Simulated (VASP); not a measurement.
# LiLaTe3 (Pm-3m) in VASP: notebook

The runs below take LiLaTe3 through single point, with LDA.

Everything below comes from runs of VASP 6.6.1. Logs are shortened: lines on timing, memory, paths and dates and some standing lists are left out, and cuts for length are marked.

## (1) The cell of the first run

The structure is cubic, space group Pm-3m (No. 221). Conventional cell: a = 5.066 Å, b = 5.066 Å, c = 5.066 Å, α = 90.00°, β = 90.00°, γ = 90.00°. La (site symmetry m-3m) has 12 Te at 3.58 Å and 8 Li at 4.39 Å within 4.7 Å. Li (site symmetry m-3m) has 6 Te at 2.53 Å within 3.3 Å. Within 3.3 Å of Te (site symmetry 4/mmm) lie 2 Li at 2.53 Å.

## (2) Single point, LDA

Contents of INCAR:

```
PREC = Accurate
ENCUT = 520
EDIFF = 1E-6
ISMEAR = 1
SIGMA = 0.02
LREAL = F
LASPH = T
NELM = 60
ALGO = Normal
ISIF = 2
LWAVE = F
LCHARG = T
GGA = CA
LELF = T
LVHAR = T
NBANDS = 24
```

Contents of KPOINTS:

```
Automatic mesh
0
Gamma
  9 9 9
```

Contents of POSCAR:

```
LiLaTe3
1.0
    5.0661341493      0.0000000000      0.0000000000
    0.0000000000      5.0661341493      0.0000000000
    0.0000000000      0.0000000000      5.0661341493
La Li Te
1 1 3
Direct
    0.0000000000      0.0000000000      0.0000000000
    0.5000000000      0.5000000000      0.5000000000
    0.5000000000      0.5000000000      0.0000000000
    0.0000000000      0.5000000000      0.5000000000
    0.5000000000      0.0000000000      0.5000000000
```

Potentials or basis: VASP PAW LDA potentials, release 64 (La, Li_sv, Te).

Started as:

```console
cat potpaw_LDA.64/La/POTCAR potpaw_LDA.64/Li_sv/POTCAR potpaw_LDA.64/Te/POTCAR > POTCAR
mpirun -np 1 vasp_std > vasp.out
```

OUTCAR:

```text
PREC = Accurate
   ENCUT = 520
   EDIFF = 1E-6
   ISMEAR = 1
   LREAL = F
   LASPH = T
   NELM = 60
   ISIF = 2
   GGA = CA

 ion  position               nearest neighbor table
   1  0.000  0.000  0.000-   3 3.58   4 3.58   5 3.58   4 3.58   5 3.58   3 3.58   4 3.58   4 3.58
                             3 3.58   5 3.58   5 3.58   3 3.58
   2  0.500  0.500  0.500-   3 2.53   4 2.53   5 2.53   3 2.53   5 2.53   4 2.53
   3  0.500  0.500  0.000-   2 2.53   2 2.53   4 3.58   5 3.58   1 3.58   4 3.58   5 3.58   1 3.58
                             5 3.58   5 3.58   1 3.58   4 3.58   4 3.58   1 3.58
   4  0.000  0.500  0.500-   2 2.53   2 2.53   3 3.58   5 3.58   1 3.58   3 3.58   1 3.58   5 3.58
                             1 3.58   1 3.58   3 3.58   5 3.58   3 3.58   5 3.58
   5  0.500  0.000  0.500-   2 2.53   2 2.53   3 3.58   4 3.58   1 3.58   3 3.58   1 3.58   3 3.58
                             4 3.58   3 3.58   1 3.58   4 3.58   1 3.58   4 3.58

  LATTYP: Found a simple cubic cell.
 ALAT       =     5.0661341493

  Lattice vectors:

 A1 = (   5.0661341493,   0.0000000000,   0.0000000000)
 A2 = (   0.0000000000,   5.0661341493,   0.0000000000)
 A3 = (   0.0000000000,   0.0000000000,   5.0661341493)

Analysis of symmetry for initial positions (statically):
=====================================================================
 Subroutine PRICEL returns:
 Original cell was already a primitive cell.

 Routine SETGRP: Setting up the symmetry group for a
 simple cubic supercell.

 Subroutine GETGRP returns: Found 48 space group operations
 (whereof 48 operations were pure point group operations)
 out of a pool of 48 trial point group operations.

The static configuration has the point symmetry O_h .

Analysis of symmetry for dynamics (positions and initial velocities):
=====================================================================
 Subroutine PRICEL returns:
 Original cell was already a primitive cell.

 Routine SETGRP: Setting up the symmetry group for a
 simple cubic supercell.

 Subroutine GETGRP returns: Found 48 space group operations
 (whereof 48 operations were pure point group operations)
 out of a pool of 48 trial point group operations.

The dynamic configuration has the point symmetry O_h .

 Subroutine INISYM returns: Found 48 space group operations
 (whereof 48 operations are pure point group operations),
 and found     1 'primitive' translations

[... 94 lines left out ...]
   ISPIN  =      1    spin polarized calculation?
   LNONCOLLINEAR =      F non collinear calculations
   LSORBIT =      F    spin-orbit coupling
   LASPH  =      T    aspherical Exc in radial PAW
   ENCUT  =  520.0 eV  38.22 Ry    6.18 a.u.   9.42  9.42  9.42*2*pi/ulx,y,z
   NELM   =     60;   NELMIN=  2; NELMDL= -5     # of ELM steps
   EDIFF  = 0.1E-05   stopping-criterion for ELM
   LREAL  =      F    real-space projection
   EDIFFG = 0.1E-04   stopping-criterion for IOM
   NSW    =      0    number of steps for IOM
   IBRION =     -1    ionic relax: 0-MD 1-quasi-New 2-CG
   NFREE  =      0    steps in history (QN), initial steepest desc. (CG)
   ISIF   =      2    stress and relaxation
   ISYM   =      2    0-nonsym 1-usesym 2-fastsym
   POTIM  = 0.5000    time-step for ionic-motion
   TEBEG  =    0.0;   TEEND  =   0.0 temperature during run
   PSTRESS=    0.0 pullay stress
   NELECT =      32.0000    total number of electrons
   NUPDOWN=      -1.0000    fix difference up-down
   EMIN   =  10.00;   EMAX   =-10.00  energy-range for DOS
   EFERMI =   0.00;   METHOD = LEGACY
   ISMEAR =     1;   SIGMA  =   0.02  broadening in eV -4-tet -1-fermi 0-gaus
   EFERMI_NEDOS =   21; number of points for ismear=-14 and -15
   IALGO  =     38    algorithm
   IMIX   =      4    mixing-type and parameters
     AMIX     =   0.40;   BMIX     =  1.00
     AMIX_MAG =   1.60;   BMIX_MAG =  1.00
  volume/ion in A,a.u.               =      26.01       175.49
  Fermi-wavevector in a.u.,A,eV,Ry     =   1.025923  1.938714 14.320379  1.052518
  Thomas-Fermi vector in A             =   2.159789
   LORBIT       =      0    0 simple, 1 ext, 2 COOP (PROOUT), +10 PAW based schemes
   GGA     = CA    functional components
   LHFCALC =     F    Hartree Fock is set to
   AEXX    =    0.0000 exact exchange contribution
   IVDW    =     0    specifies the selected vdW correction
   LEPSILON=     F    determine dielectric tensor
   LRPA    =     F    only Hartree local field effects (RPA)
 non-spin polarized calculation
 Methfessel and Paxton  Order N= 1 SIGMA  =   0.02
  energy-cutoff  :      520.00
  volume of cell :      130.03
 maximum number of plane-waves:      3524
 NGX is ok and might be reduce to    40
   NGX = 19   NGY = 19   NGZ = 19

 number of electron      32.0000011 magnetization

 Free energy of the ion-electron system (eV)
  ---------------------------------------------------
  ext. energy  EPLUGINS =         0.00000000
  ---------------------------------------------------
  free energy    TOTEN  =       -22.59894147 eV

  energy without entropy =      -22.59873895  energy(sigma->0) =      -22.59887396

 E-fermi :   7.7205     XC(G=0): -10.0314

 val. band max:        7.7162639039   @ k =   0.4444   0.3333   0.3333
 cond. band min:       7.7233711905   @ k =   0.1111   0.1111   0.0000
 fundamental gap:      0.0071072866
 Fermi energy:         7.7204651691

 k-point     1 :       0.0000    0.0000    0.0000
  band No.  band energies     occupation
      1     -37.1529      2.00000
      2     -25.6583      2.00000
      3      -9.3713      2.00000
      4      -9.3713      2.00000
      5      -9.3713      2.00000
      6      -4.9822      2.00000
[... 637 lines left out ...]
     23       8.9690      0.00000
     24       9.0252      0.00000

 [... further k-points ...]
[... 5 lines left out ...]
  --------------------------------------------------------------------------------------
  -------------------------------------------------------------------------------------
  Total        0.0513338      0.0513338      0.0513338     -0.0000000      0.0000000     -0.0000000
  in kB        0.6325337      0.6325337      0.6325337     -0.0000000      0.0000000     -0.0000000
  external PRESSURE =       0.6325337 kB  Pullay stress =       0.0000000 kB

 VOLUME and BASIS-vectors are now :
 -----------------------------------------------------------------------------
  energy-cutoff  :      520.00
  volume of cell :      130.03
      direct lattice vectors                 reciprocal lattice vectors
     5.066134149  0.000000000  0.000000000     0.197389167  0.000000000  0.000000000
     0.000000000  5.066134149  0.000000000     0.000000000  0.197389167  0.000000000
     0.000000000  0.000000000  5.066134149     0.000000000  0.000000000  0.197389167

 POSITION                                       TOTAL-FORCE (eV/Angst)
 -----------------------------------------------------------------------------------
      0.00000      0.00000      0.00000         0.000000      0.000000      0.000000
      2.53307      2.53307      2.53307         0.000000      0.000000      0.000000
      2.53307      2.53307      0.00000         0.000000      0.000000      0.000000
      0.00000      2.53307      2.53307         0.000000      0.000000      0.000000
      2.53307      0.00000      2.53307         0.000000      0.000000      0.000000
 -----------------------------------------------------------------------------------
    total drift:                                0.000000      0.000000     -0.000000

  FREE ENERGIE OF THE ION-ELECTRON SYSTEM (eV)
  ---------------------------------------------------
  free  energy   TOTEN  =       -22.5989414650 eV

  energy  without entropy=      -22.5987389451  energy(sigma->0) =      -22.59887396
```

Run time: 54 s. Hardware: 1 thread of Intel Xeon 6975P-C (Granite Rapids), shared host; peak memory 0.28 GiB.

Results:

| Property | Result |
| --- | --- |
| Free energy | -22.5989 eV |
| Band gap on the k mesh | zero (band 16 reaches 8.20 eV, above the bottom of band 17 at 7.01 eV) |

Caveat: the cutoff is under 1.25 times the usual one of these potentials, so pressure, stress and relaxed cells hold a basis-set (Pulay) error; spin-orbit coupling is left out, which moves the levels of the heavy elements.

## (3) Single point, LDA

Contents of INCAR:

```
SYSTEM = LiLaTe3
PREC = Accurate ; ENCUT = 520
EDIFF = 1E-7 ; ISMEAR = 1
SIGMA = 0.02 ; LREAL = .FALSE.
LASPH = .TRUE. ; NELM = 60
ALGO = Normal ; ISIF = 2
LWAVE = .FALSE. ; LCHARG = .TRUE.
LELF = .TRUE. ; LVHAR = .TRUE.
NBANDS = 24
```

Contents of KPOINTS:

```
regular mesh
0
G
  8 8 8
  0 0 0
```

POSCAR is that of step 2.

Potentials or basis: VASP PAW LDA potentials, release 64 (La, Li_sv, Te).

Started as:

```console
cat potpaw_LDA.64/La/POTCAR potpaw_LDA.64/Li_sv/POTCAR potpaw_LDA.64/Te/POTCAR > POTCAR
mpirun -np 1 vasp_std > vasp.out
```

Run time: 56 s. Hardware: 1 thread of Intel Xeon 6975P-C (Granite Rapids), shared host; peak memory 0.28 GiB.

Results (log left out):

| Property | Result |
| --- | --- |
| Free energy | -22.5841 eV |
| Band gap on the k mesh | zero (band 16 reaches 8.32 eV, above the bottom of band 17 at 6.98 eV) |

Levels at points of the mesh, in eV from the Fermi level:
| k point | band 13 | band 14 | band 15 | band 16 | band 17 | band 18 | band 19 | band 20 |
| --- | --- | --- | --- | --- | --- | --- | --- | --- |
| (0.00, 0.00, 0.00) | -1.37 | -1.37 | 0.31 | 0.31 | 0.31 | 0.56 | 0.56 | 0.96 |
| (0.50, 0.00, 0.00) | -2.26 | -2.26 | -1.99 | -0.71 | -0.71 | 1.12 | 1.13 | 1.19 |
| (0.50, 0.50, 0.00) | -2.93 | -2.12 | -2.12 | 0.23 | 0.52 | 1.11 | 1.11 | 1.18 |
| (0.50, 0.50, 0.50) | 0.42 | 0.42 | 0.42 | 0.62 | 0.62 | 1.16 | 1.16 | 1.16 |

Caveat: the cutoff is under 1.25 times the usual one of these potentials, so pressure, stress and relaxed cells hold a basis-set (Pulay) error; spin-orbit coupling is left out, which moves the levels of the heavy elements.

## (4) Single point, LDA

Contents of INCAR:

```
ALGO = Normal
EDIFF = 1E-7
ENCUT = 520
ISIF = 2
ISMEAR = 1
LASPH = True
LCHARG = False
LREAL = False
LWAVE = False
NBANDS = 24
NELM = 100
PREC = Accurate
SIGMA = 0.02
```

Contents of KPOINTS:

```
k-points
0
Gamma
  8 8 8
```

POSCAR is that of step 3.

Started as:

```console
cat potpaw_LDA.64/La/POTCAR potpaw_LDA.64/Li_sv/POTCAR potpaw_LDA.64/Te/POTCAR > POTCAR
mpirun -np 1 vasp_std > vasp.out
```

Wall time 61 s (1 thread of Intel Xeon 6975P-C (Granite Rapids), shared host); peak memory 0.28 GiB.

It converged, with:

* Free energy: -22.5841 eV
* Band gap on the k mesh: zero (band 16 reaches 8.32 eV, above the bottom of band 17 at 6.98 eV)

Levels at points of the mesh, in eV from the Fermi level:
```
           k point  band 14  band 15  band 16  band 17  band 18  band 19
(0.00, 0.00, 0.00)    -1.37     0.31     0.31     0.31     0.56     0.56
(0.50, 0.00, 0.00)    -2.26    -1.99    -0.71    -0.71     1.12     1.13
(0.50, 0.50, 0.00)    -2.12    -2.12     0.23     0.52     1.11     1.11
(0.50, 0.50, 0.50)     0.42     0.42     0.62     0.62     1.16     1.16
```

Caveat: the cutoff is under 1.25 times the usual one of these potentials, so pressure, stress and relaxed cells hold a basis-set (Pulay) error; spin-orbit coupling is left out, which moves the levels of the heavy elements.

## (5) Single point, LDA

This run uses another cell than the first one, of 26.40 Å³/atom, 1.015 times its volume.

Contents of INCAR:

```
SYSTEM = LiLaTe3
ALGO     = Normal         ! electronic algorithm
EDIFF    = 1E-6           ! SCF threshold, eV
ENCUT    = 520            ! plane-wave cutoff, eV
GGA      = CA             ! functional
ISIF     = 2              ! what is computed and relaxed
ISMEAR   = 1              ! smearing method
LASPH    = .TRUE.         ! aspherical terms in the spheres
LCHARG   = .FALSE.        ! write CHGCAR
LREAL    = .FALSE.        ! projectors in reciprocal space
LWAVE    = .FALSE.        ! write WAVECAR
NBANDS   = 24             ! bands
NELM     = 100            ! most SCF steps
PREC     = Accurate       ! precision mode
SIGMA    = 0.02           ! smearing width, eV
```

Contents of KPOINTS:

```
k-points
0
G
  8 8 8
  0 0 0
```

Edit POSCAR of step 4 so:

```diff
@@ -2,5 +2,5 @@
 1.0
-    5.0661341493      0.0000000000      0.0000000000
-    0.0000000000      5.0661341493      0.0000000000
-    0.0000000000      0.0000000000      5.0661341493
+    5.0913392117      0.0000000000      0.0000000000
+    0.0000000000      5.0913392117      0.0000000000
+    0.0000000000      0.0000000000      5.0913392117
 La Li Te
```

Potentials or basis: VASP PAW LDA potentials, release 64 (La, Li_sv, Te).

Started as:

```console
cat potpaw_LDA.64/La/POTCAR potpaw_LDA.64/Li_sv/POTCAR potpaw_LDA.64/Te/POTCAR > POTCAR
mpirun -np 1 vasp_std > vasp.out
```

OUTCAR:

```text
SYSTEM = LiLaTe3
   EDIFF = 1E-6
   ENCUT = 520
   GGA = CA
   ISIF = 2
   ISMEAR = 1
   LASPH = .TRUE.
   LREAL = .FALSE.
   NELM = 100
   PREC = Accurate

 ion  position               nearest neighbor table
   1  0.000  0.000  0.000-   3 3.60   4 3.60   5 3.60   4 3.60   5 3.60   3 3.60   4 3.60   4 3.60
                             3 3.60   5 3.60   5 3.60   3 3.60
   2  0.500  0.500  0.500-   3 2.55   4 2.55   5 2.55   3 2.55   5 2.55   4 2.55
   3  0.500  0.500  0.000-   2 2.55   2 2.55   4 3.60   5 3.60   1 3.60   4 3.60   5 3.60   1 3.60
                             5 3.60   5 3.60   1 3.60   4 3.60   4 3.60   1 3.60
   4  0.000  0.500  0.500-   2 2.55   2 2.55   3 3.60   5 3.60   1 3.60   3 3.60   1 3.60   5 3.60
                             1 3.60   1 3.60   3 3.60   5 3.60   3 3.60   5 3.60
   5  0.500  0.000  0.500-   2 2.55   2 2.55   3 3.60   4 3.60   1 3.60   3 3.60   1 3.60   3 3.60
                             4 3.60   3 3.60   1 3.60   4 3.60   1 3.60   4 3.60

  LATTYP: Found a simple cubic cell.
 ALAT       =     5.0913392117

  Lattice vectors:

 A1 = (   5.0913392117,   0.0000000000,   0.0000000000)
 A2 = (   0.0000000000,   5.0913392117,   0.0000000000)
 A3 = (   0.0000000000,   0.0000000000,   5.0913392117)

Analysis of symmetry for initial positions (statically):
=====================================================================
[... 180 lines left out ...]

 val. band max:        7.5091242815   @ k =   0.5000   0.3750   0.1250
 cond. band min:       7.5152879537   @ k =   0.3750   0.2500   0.2500
 fundamental gap:      0.0061636723
 Fermi energy:         7.5099538135

 k-point     1 :       0.0000    0.0000    0.0000
  band No.  band energies     occupation
      1     -37.3196      2.00000
      2     -25.8753      2.00000
      3      -9.5772      2.00000
      4      -9.5772      2.00000
      5      -9.5772      2.00000
      6      -5.0791      2.00000
[... 637 lines left out ...]
     23       8.7637      0.00000
     24       8.7783      0.00000

 [... further k-points ...]
[... 5 lines left out ...]
  --------------------------------------------------------------------------------------
  -------------------------------------------------------------------------------------
  Total       -0.5636223     -0.5636223     -0.5636223     -0.0000000     -0.0000000      0.0000000
  in kB       -6.8423090     -6.8423090     -6.8423090     -0.0000000     -0.0000000      0.0000000
  external PRESSURE =      -6.8423090 kB  Pullay stress =       0.0000000 kB

 VOLUME and BASIS-vectors are now :
 -----------------------------------------------------------------------------
  energy-cutoff  :      520.00
  volume of cell :      131.98
      direct lattice vectors                 reciprocal lattice vectors
     5.091339212  0.000000000  0.000000000     0.196411977  0.000000000  0.000000000
     0.000000000  5.091339212  0.000000000     0.000000000  0.196411977  0.000000000
     0.000000000  0.000000000  5.091339212     0.000000000  0.000000000  0.196411977

 POSITION                                       TOTAL-FORCE (eV/Angst)
 -----------------------------------------------------------------------------------
      0.00000      0.00000      0.00000         0.000000      0.000000      0.000000
      2.54567      2.54567      2.54567         0.000000      0.000000      0.000000
      2.54567      2.54567      0.00000         0.000000      0.000000      0.000000
      0.00000      2.54567      2.54567         0.000000      0.000000      0.000000
      2.54567      0.00000      2.54567         0.000000      0.000000      0.000000
 -----------------------------------------------------------------------------------
    total drift:                                0.000000      0.000000     -0.000000

  FREE ENERGIE OF THE ION-ELECTRON SYSTEM (eV)
  ---------------------------------------------------
  free  energy   TOTEN  =       -22.5805029143 eV

  energy  without entropy=      -22.5801484771  energy(sigma->0) =      -22.58038477
```

OSZICAR:

```text
N       E                     dE             d eps       ncg     rms          rms(c)
DAV:   1     0.243866033878E+03    0.24387E+03   -0.11648E+04  1688   0.147E+03
DAV:   2     0.216154517785E+02   -0.22225E+03   -0.20114E+03  2056   0.274E+02
DAV:   3    -0.180583372507E+02   -0.39674E+02   -0.36009E+02  2416   0.116E+02
DAV:   4    -0.226047981416E+02   -0.45465E+01   -0.44625E+01  2920   0.330E+01
DAV:   5    -0.229536308944E+02   -0.34883E+00   -0.34714E+00  2336   0.868E+00    0.803E+00
DAV:   6    -0.226501395143E+02    0.30349E+00   -0.12177E+00  3264   0.575E+00    0.497E+00
DAV:   7    -0.225873015390E+02    0.62838E-01   -0.24615E-01  2656   0.469E+00    0.181E+00
DAV:   8    -0.225831780239E+02    0.41235E-02   -0.56553E-02  2872   0.143E+00    0.706E-01
DAV:   9    -0.225804013622E+02    0.27767E-02   -0.11527E-02  2392   0.638E-01    0.154E-01
DAV:  10    -0.225805043432E+02   -0.10298E-03   -0.11331E-03  3064   0.206E-01    0.717E-02
DAV:  11    -0.225805024390E+02    0.19042E-05   -0.47331E-05  3000   0.517E-02    0.374E-02
DAV:  12    -0.225805027395E+02   -0.30049E-06   -0.11602E-05  2720   0.172E-02    0.388E-03
DAV:  13    -0.225805029143E+02   -0.17481E-06   -0.12836E-06  1760   0.706E-03
   1 F= -.22580503E+02 E0= -.22580385E+02  d E =-.354437E-03
```

It took 57 s on 1 thread of Intel Xeon 6975P-C (Granite Rapids), shared host; peak memory 0.28 GiB.

Results:

* Free energy: -22.5805 eV
* Band gap on the k mesh: zero (band 16 reaches 8.12 eV, above the bottom of band 17 at 6.81 eV)

Caveat: the cutoff is under 1.25 times the usual one of these potentials, so pressure, stress and relaxed cells hold a basis-set (Pulay) error; spin-orbit coupling is left out, which moves the levels of the heavy elements.

## (6) The runs side by side

```csv
cell,k mesh,gap on the mesh (eV)
"a = 5.066 Å, 5 atoms",9 × 9 × 9,none
"a = 5.066 Å, 5 atoms",8 × 8 × 8,none
"a = 5.091 Å, 5 atoms",8 × 8 × 8,none
```

Alike in all rows: task single point; level LDA; potentials or basis VASP PAW LDA potentials, release 64 (La, Li_sv, Te); no spin polarisation; cutoff (eV) 520; smearing methfessel-paxton 0.02 eV.

Caveats: the cutoff is under 1.25 times the usual one of these potentials, so pressure, stress and relaxed cells hold a basis-set (Pulay) error; spin-orbit coupling is left out, which moves the levels of the heavy elements.

Absolute energies hang on the potentials; compare differences alone.
